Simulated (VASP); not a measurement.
# AlN (pbesol) (F-43m) in VASP: a series of runs

The runs below take AlN (pbesol) through single point, relaxation of cell and atoms, with PBEsol.

Everything below comes from runs of VASP 6.6.1. Logs are shortened: lines on timing, memory, paths and dates and some standing lists are left out, and cuts for length are marked.

## (1) The cell of the first run

The structure is cubic, space group F-43m (No. 216). The conventional cell has a = 4.378 Å, b = 4.378 Å, c = 4.378 Å, α = 90.00°, β = 90.00°, γ = 90.00°. Within 2.5 Å of Al (site symmetry -43m) lie 4 N at 1.90 Å. N (site symmetry -43m) has 4 Al at 1.90 Å within 2.5 Å.

## (2) Single point, PBEsol

Input file INCAR:

```
SYSTEM = AlN
PREC = Accurate ; ENCUT = 600
EDIFF = 1E-6 ; ISMEAR = 0
SIGMA = 0.02 ; LREAL = .FALSE.
LASPH = .TRUE. ; NELM = 120
ALGO = Normal ; ISIF = 2
LWAVE = .FALSE. ; LCHARG = .TRUE.
GGA = PS ; LELF = .TRUE.
LVHAR = .TRUE. ; NBANDS = 11
GGA_COMPAT = .FALSE.
```

Input file KPOINTS:

```
regular mesh
0
G
  10 10 10
  0 0 0
```

Input file POSCAR:

```
AlN
1.0
    0.0000000000      2.1888380927      2.1888380927
    2.1888380927      0.0000000000      2.1888380927
    2.1888380927      2.1888380927      0.0000000000
Al N
1 1
Direct
    0.0000000000      0.0000000000      0.0000000000
    0.7500000000      0.7500000000      0.7500000000
```

Potentials or basis: VASP PAW PBE potentials, release 64 (Al, N).

Launch:

```console
$ cat potpaw_PBE.64/Al/POTCAR potpaw_PBE.64/N/POTCAR > POTCAR
$ mpirun -np 1 vasp_std > vasp.out
```

OUTCAR:

```text
SYSTEM = AlN
   PREC = Accurate
   ENCUT = 600
   EDIFF = 1E-6
   ISMEAR = 0
   LREAL = .FALSE.
   LASPH = .TRUE.
   NELM = 120
   ISIF = 2
   GGA = PS

 ion  position               nearest neighbor table
   1  0.000  0.000  0.000-   2 1.90   2 1.90   2 1.90   2 1.90
   2  0.750  0.750  0.750-   1 1.90   1 1.90   1 1.90   1 1.90

  LATTYP: Found a face centered cubic cell.
 ALAT       =     4.3776761854

  Lattice vectors:

 A1 = (   0.0000000000,   2.1888380927,   2.1888380927)
 A2 = (   2.1888380927,   0.0000000000,   2.1888380927)
 A3 = (   2.1888380927,   2.1888380927,   0.0000000000)

Analysis of symmetry for initial positions (statically):
=====================================================================
 Subroutine PRICEL returns:
 Original cell was already a primitive cell.

 Routine SETGRP: Setting up the symmetry group for a
 face centered cubic supercell.

 Subroutine GETGRP returns: Found 24 space group operations
 (whereof 24 operations were pure point group operations)
 out of a pool of 48 trial point group operations.

The static configuration has the point symmetry T_d .

Analysis of symmetry for dynamics (positions and initial velocities):
=====================================================================
 Subroutine PRICEL returns:
 Original cell was already a primitive cell.

 Routine SETGRP: Setting up the symmetry group for a
 face centered cubic supercell.

 Subroutine GETGRP returns: Found 24 space group operations
 (whereof 24 operations were pure point group operations)
 out of a pool of 48 trial point group operations.

The dynamic configuration has the point symmetry T_d .

 Subroutine INISYM returns: Found 24 space group operations
 (whereof 24 operations are pure point group operations),
 and found     1 'primitive' translations

----------------------------------------------------------------------------------------

                                     Primitive cell

  volume of cell :      20.9735

  direct lattice vectors                    reciprocal lattice vectors
     0.000000000  2.188838093  2.188838093    -0.228431697  0.228431697  0.228431697
     2.188838093  0.000000000  2.188838093     0.228431697 -0.228431697  0.228431697
     2.188838093  2.188838093  0.000000000     0.228431697  0.228431697 -0.228431697

  length of vectors
     3.095484517  3.095484517  3.095484517     0.395655305  0.395655305  0.395655305

  position of ions in fractional coordinates (direct lattice)
     0.000000000  0.000000000  0.000000000
     0.750000000  0.750000000  0.750000000

  ion indices of the primitive-cell ions
   primitive index   ion index
                 1           1
                 2           2

----------------------------------------------------------------------------------------

 KPOINTS: regular mesh

Automatic generation of k-mesh.
 Grid dimensions read from file:
 generate k-points for:   10   10   10

 Generating k-lattice:

  Cartesian coordinates                     Fractional coordinates (reciprocal lattice)
    -0.022843170  0.022843170  0.022843170     0.100000000  0.000000000  0.000000000
     0.022843170 -0.022843170  0.022843170     0.000000000  0.100000000  0.000000000
     0.022843170  0.022843170 -0.022843170     0.000000000  0.000000000  0.100000000

  Length of vectors
     0.039565531  0.039565531  0.039565531

  Shift w.r.t. Gamma in fractional coordinates (k-lattice)
     0.000000000  0.000000000  0.000000000

 Subroutine IBZKPT returns following result:
 ===========================================

 Found     47 irreducible k-points:

 Following reciprocal coordinates:
            Coordinates               Weight
  0.000000  0.000000  0.000000      1.000000
  0.100000  0.000000  0.000000      8.000000
  0.200000  0.000000  0.000000      8.000000
  0.300000  0.000000  0.000000      8.000000
  0.400000  0.000000  0.000000      8.000000
  0.500000  0.000000  0.000000      4.000000
[... 16 lines left out ...]
  0.300000  0.300000  0.000000      6.000000
  0.400000  0.300000  0.000000     24.000000
 [... further k-points ...]
   k-points           NKPTS =     47   k-points in BZ     NKDIM =     47   number of bands    NBANDS=     11
   number of dos      NEDOS =    301   number of ions     NIONS =      2
   total plane-waves  NPLWV =  21952
   dimension x,y,z NGX =    28 NGY =   28 NGZ =   28
   dimension x,y,z NGXF=    56 NGYF=   56 NGZF=   56
   ions per type =               1   1
   NGX,Y,Z   is equivalent  to a cutoff of  15.04, 15.04, 15.04 a.u.
   NGXF,Y,Z  is equivalent  to a cutoff of  30.08, 30.08, 30.08 a.u.
 SYSTEM =  AlN
   PREC   = accura    normal or accurate (medium, high low for compatibility)
   ISTART =      0    job   : 0-new  1-cont  2-samecut
   ICHARG =      2    charge: 1-file 2-atom 10-const
   ISPIN  =      1    spin polarized calculation?
   LNONCOLLINEAR =      F non collinear calculations
   LSORBIT =      F    spin-orbit coupling
   LASPH  =      T    aspherical Exc in radial PAW
   ENCUT  =  600.0 eV  44.10 Ry    6.64 a.u.   6.18  6.18  6.18*2*pi/ulx,y,z
   NELM   =    120;   NELMIN=  2; NELMDL= -5     # of ELM steps
   EDIFF  = 0.1E-05   stopping-criterion for ELM
   LREAL  =      F    real-space projection
   EDIFFG = 0.1E-04   stopping-criterion for IOM
   NSW    =      0    number of steps for IOM
   IBRION =     -1    ionic relax: 0-MD 1-quasi-New 2-CG
   NFREE  =      0    steps in history (QN), initial steepest desc. (CG)
   ISIF   =      2    stress and relaxation
   ISYM   =      2    0-nonsym 1-usesym 2-fastsym
   POTIM  = 0.5000    time-step for ionic-motion
   TEBEG  =    0.0;   TEEND  =   0.0 temperature during run
   PSTRESS=    0.0 pullay stress
   NELECT =       8.0000    total number of electrons
   NUPDOWN=      -1.0000    fix difference up-down
   EMIN   =  10.00;   EMAX   =-10.00  energy-range for DOS
   EFERMI =   0.00;   METHOD = LEGACY
   ISMEAR =     0;   SIGMA  =   0.02  broadening in eV -4-tet -1-fermi 0-gaus
   EFERMI_NEDOS =   21; number of points for ismear=-14 and -15
   IALGO  =     38    algorithm
   IMIX   =      4    mixing-type and parameters
     AMIX     =   0.40;   BMIX     =  1.00
     AMIX_MAG =   1.60;   BMIX_MAG =  1.00
  volume/ion in A,a.u.               =      10.49        70.77
  Fermi-wavevector in a.u.,A,eV,Ry     =   1.187266  2.243607 19.178764  1.409599
  Thomas-Fermi vector in A             =   2.323421
   LORBIT       =      0    0 simple, 1 ext, 2 COOP (PROOUT), +10 PAW based schemes
   GGA     = PS    functional components
   LHFCALC =     F    Hartree Fock is set to
   AEXX    =    0.0000 exact exchange contribution
   IVDW    =     0    specifies the selected vdW correction
   LEPSILON=     F    determine dielectric tensor
   LRPA    =     F    only Hartree local field effects (RPA)
 non-spin polarized calculation
 Gauss-broadening in eV      SIGMA  =   0.02
  energy-cutoff  :      600.00
  volume of cell :       20.97
 maximum number of plane-waves:       725
 NGX is ok and might be reduce to    28
   NGX = 13   NGY = 13   NGZ = 13

 number of electron       7.9999999 magnetization

 Free energy of the ion-electron system (eV)
  ---------------------------------------------------
  ext. energy  EPLUGINS =         0.00000000
  ---------------------------------------------------
  free energy    TOTEN  =       -15.61302857 eV

  energy without entropy =      -15.61302857  energy(sigma->0) =      -15.61302857

 E-fermi :   5.9287     XC(G=0): -11.1003

 val. band max:        5.8153444586   @ k =   0.0000   0.0000   0.0000
 cond. band min:       8.9994064148   @ k =   0.5000   0.5000   0.0000
 fundamental gap:      3.1840619562
 Fermi energy:         5.9287389898

 k-point     1 :       0.0000    0.0000    0.0000
  band No.  band energies     occupation
      1      -9.1048      2.00000
      2       5.8153      2.00000
      3       5.8153      2.00000
      4       5.8153      2.00000
      5       9.8900      0.00000
      6      18.2193      0.00000
      7      18.2193      0.00000
      8      18.2193      0.00000
      9      23.3499      0.00000
     10      23.3499      0.00000
     11      24.6892      0.00000

 k-point     2 :       0.1000    0.0000    0.0000
  band No.  band energies     occupation
      1      -8.9579      2.00000
      2       4.9952      2.00000
      3       5.7635      2.00000
      4       5.7635      2.00000
      5      10.5560      0.00000
      6      17.8288      0.00000
      7      18.3527      0.00000
      8      18.3527      0.00000
      9      22.0791      0.00000
     10      22.0791      0.00000
     11      23.8833      0.00000

 k-point     3 :       0.2000    0.0000    0.0000
  band No.  band energies     occupation
      1      -8.5394      2.00000
      2       3.3836      2.00000
      3       5.6343      2.00000
      4       5.6343      2.00000
      5      11.6763      0.00000
      6      17.0279      0.00000
      7      18.2830      0.00000
      8      18.2830      0.00000
      9      21.5456      0.00000
     10      21.5456      0.00000
     11      23.0121      0.00000

 k-point     4 :       0.3000    0.0000    0.0000
  band No.  band energies     occupation
      1      -7.9303      2.00000
      2       1.7333      2.00000
      3       5.4863      2.00000
      4       5.4863      2.00000
      5      12.5060      0.00000
      6      16.2734      0.00000
      7      17.6240      0.00000
      8      17.6240      0.00000
      9      22.5966      0.00000
     10      22.5966      0.00000
     11      22.8228      0.00000
[... 239 lines left out ...]
 k-point    22 :      -0.2000    0.2000    0.0000
  band No.  band energies     occupation
      1      -7.7304      2.00000
      2       2.0378      2.00000
      3       4.1125      2.00000
      4       5.5606      2.00000
      5      13.2508      0.00000
      6      15.6161      0.00000
      7      17.0557      0.00000
      8      18.1634      0.00000
      9      20.6199      0.00000
     10      24.0463      0.00000
     11      26.9576      0.00000

 k-point    23 :       0.3000    0.3000    0.0000
  band No.  band energies     occupation
      1      -7.5524      2.00000
      2       2.2840      2.00000
      3       4.5694      2.00000
      4       4.5694      2.00000
      5      11.0158      0.00000
      6      15.3467      0.00000
      7      17.5401      0.00000
      8      20.1446      0.00000
      9      20.1446      0.00000
     10      26.0290      0.00000
     11      29.3637      0.00000

 k-point    24 :       0.4000    0.3000    0.0000
  band No.  band energies     occupation
      1      -7.0853      2.00000
      2       1.6477      2.00000
      3       4.1026      2.00000
      4       4.4053      2.00000
      5      10.6004      0.00000
      6      15.1797      0.00000
      7      17.9099      0.00000
      8      20.2304      0.00000
      9      20.7331      0.00000
     10      26.9370      0.00000
     11      29.1635      0.00000

 [... further k-points ...]
[... 5 lines left out ...]
  --------------------------------------------------------------------------------------
  -------------------------------------------------------------------------------------
  Total       -0.0214427     -0.0214427     -0.0214427     -0.0000000     -0.0000000      0.0000000
  in kB       -1.6380162     -1.6380162     -1.6380162     -0.0000000     -0.0000000      0.0000000
  external PRESSURE =      -1.6380162 kB  Pullay stress =       0.0000000 kB

 VOLUME and BASIS-vectors are now :
 -----------------------------------------------------------------------------
  energy-cutoff  :      600.00
  volume of cell :       20.97
      direct lattice vectors                 reciprocal lattice vectors
     0.000000000  2.188838093  2.188838093    -0.228431697  0.228431697  0.228431697
     2.188838093  0.000000000  2.188838093     0.228431697 -0.228431697  0.228431697
     2.188838093  2.188838093  0.000000000     0.228431697  0.228431697 -0.228431697

 POSITION                                       TOTAL-FORCE (eV/Angst)
 -----------------------------------------------------------------------------------
      0.00000      0.00000      0.00000        -0.000000     -0.000000     -0.000000
      3.28326      3.28326      3.28326         0.000000      0.000000      0.000000
 -----------------------------------------------------------------------------------
    total drift:                               -0.000000     -0.000000     -0.000000

  FREE ENERGIE OF THE ION-ELECTRON SYSTEM (eV)
  ---------------------------------------------------
  free  energy   TOTEN  =       -15.6130285669 eV

  energy  without entropy=      -15.6130285669  energy(sigma->0) =      -15.61302857
```

Wall time 14 s (1 thread of AMD EPYC 9R45 (Zen 5), shared host); peak memory 0.11 GiB.

Results:

```
Free energy            : -15.6130 eV
Pressure               : -0.2 GPa
Band gap on the k mesh : 3.18 eV, indirect (least direct gap 4.07 eV)
```

Levels at points of the mesh, in eV from the valence-band top:
| k point | band 1 | band 2 | band 3 | band 4 | band 5 | band 6 | band 7 | band 8 | band 9 |
| --- | --- | --- | --- | --- | --- | --- | --- | --- | --- |
| (0.00, 0.00, 0.00) | -14.92 | 0.00 | 0.00 | 0.00 | 4.07 | 12.40 | 12.40 | 12.40 | 17.53 |
| (0.50, 0.00, 0.00) | -12.86 | -5.89 | -0.48 | -0.48 | 7.23 | 9.72 | 10.99 | 10.99 | 17.74 |
| (0.50, 0.50, 0.00) | -12.22 | -4.93 | -1.78 | -1.78 | 3.18 | 8.44 | 13.78 | 15.54 | 15.54 |

Caveat: the PAW data sets were made with another functional, which shifts forces and pressure a little.

## (3) Single point, PBEsol

Input file INCAR:

```
PREC = Accurate
ENCUT = 600
EDIFF = 1E-6
ISMEAR = 0
SIGMA = 0.02
LREAL = F
LASPH = T
NELM = 120
ALGO = Normal
ISIF = 2
LWAVE = F
LCHARG = F
GGA = PS
NBANDS = 11
GGA_COMPAT = F
```

Input file KPOINTS:

```
regular mesh
0
Gamma
  10 10 10
```

POSCAR is that of step 2.

Potentials or basis: VASP PAW PBE potentials, release 64 (Al, N).

Launch:

```console
$ cat potpaw_PBE.64/Al/POTCAR potpaw_PBE.64/N/POTCAR > POTCAR
$ mpirun -np 1 vasp_std > vasp.out
```

It took 14 s on 1 thread of AMD EPYC 9R45 (Zen 5), shared host; peak memory 0.12 GiB.

It converged, with:

* Free energy: -15.6130 eV
* Pressure: -0.2 GPa
* Band gap on the k mesh: 3.18 eV, indirect (least direct gap 4.07 eV)

Levels at points of the mesh, in eV from the valence-band top:
```csv
k point,band 1,band 2,band 3,band 4,band 5,band 6,band 7,band 8,band 9
"(0.00, 0.00, 0.00)",-14.92,0.00,0.00,0.00,4.07,12.40,12.40,12.40,17.53
"(0.50, 0.00, 0.00)",-12.86,-5.89,-0.48,-0.48,7.23,9.72,10.99,10.99,17.74
"(0.50, 0.50, 0.00)",-12.22,-4.93,-1.78,-1.78,3.18,8.44,13.78,15.54,15.54
```

Caveat: the PAW data sets were made with another functional, which shifts forces and pressure a little. A k mesh can miss the band edges.

(Continued in part 2 of 2.)
